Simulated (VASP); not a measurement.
A run of VASP 6.6.1:

The input INCAR:

```
SYSTEM = Nb3C
ALGO = Normal ; EDIFF = 1E-6
ENCUT = 520 ; GGA = PE
ISIF = 2 ; ISMEAR = 0
LASPH = .True. ; LCHARG = .False.
LREAL = .False. ; LWAVE = .False.
NBANDS = 30 ; NELM = 100
PREC = Accurate ; SIGMA = 0.1
```

Contents of KPOINTS:

```
k-points
0
Gamma
  12 12 12
  0 0 0
```

The input POSCAR:

```
Nb3C
1.0
    3.8769567409      0.0000000000      0.0000000000
    0.0000000000      3.8769567409      0.0000000000
    0.0000000000      0.0000000000      3.8769567409
Nb C
3 1
Direct
    0.5000000000      0.5000000000      0.0000000000
    0.5000000000      0.0000000000      0.5000000000
    0.0000000000      0.5000000000      0.5000000000
    0.0000000000      0.0000000000      0.0000000000
```

Potentials or basis: VASP PAW PBE potentials, release 64 (Nb_sv, C).

Launch:

```sh
$ cat potpaw_PBE.64/Nb_sv/POTCAR potpaw_PBE.64/C/POTCAR > POTCAR
$ mpirun -np 1 vasp_std > vasp.out
```

Hardware: 1 thread of Intel Xeon 6975P-C, with other jobs on the host.

Problem. Estimate the wall time of this run.

Solution. It took 2.1 min on 1 thread of Intel Xeon 6975P-C, with other jobs on the host, peak memory 0.25 GiB. Counts: scf iterations 14, k points 84.
